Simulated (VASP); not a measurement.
## Al: density of states with PBE

Al:

```
CELL_PARAMETERS angstrom
0.00000 3.02496 3.02496
3.02496 0.00000 3.02496
3.02496 3.02496 0.00000
ATOMIC_POSITIONS crystal
Al 0.87500 0.87500 0.87500
Al 0.12500 0.12500 0.12500
```

| Item | Value |
| --- | --- |
| Program | VASP 6.6.1 |
| Task | density of states |
| Functional | PBE |
| Potentials or basis | VASP PAW PBE potentials, release 64 (Al) |
| Cutoff | 520 eV |
| k mesh | 12 × 12 × 12 |
| Occupations | fermi-dirac, width 0.05 eV |
| Spin | no spin polarisation |
| Dipole correction | no |
| k mesh for the DOS | 18 × 18 × 18 |
| Occupations for the DOS | tetrahedron |
| Further INCAR settings | ALGO = Normal; EDIFF = 1e-06; NBANDS = 10 |

| Property | Result |
| --- | --- |
| Valence electrons inside the program's atomic spheres | Al 0.80 |

Levels at points of the mesh, in eV from the Fermi level:
```
           k point  band 1  band 2  band 3  band 4  band 5  band 6
(0.00, 0.00, 0.00)   -7.83    2.11    2.11    2.11    3.96    3.96
(0.50, 0.00, 0.00)   -5.83   -3.83    1.09    1.09    3.21    4.40
(0.50, 0.50, 0.00)   -4.34   -4.34   -0.38   -0.38    2.12    2.12
```

Wall time 78 s on 1 thread of Intel Xeon 6975P-C (shared host), peak memory 0.22 GiB.
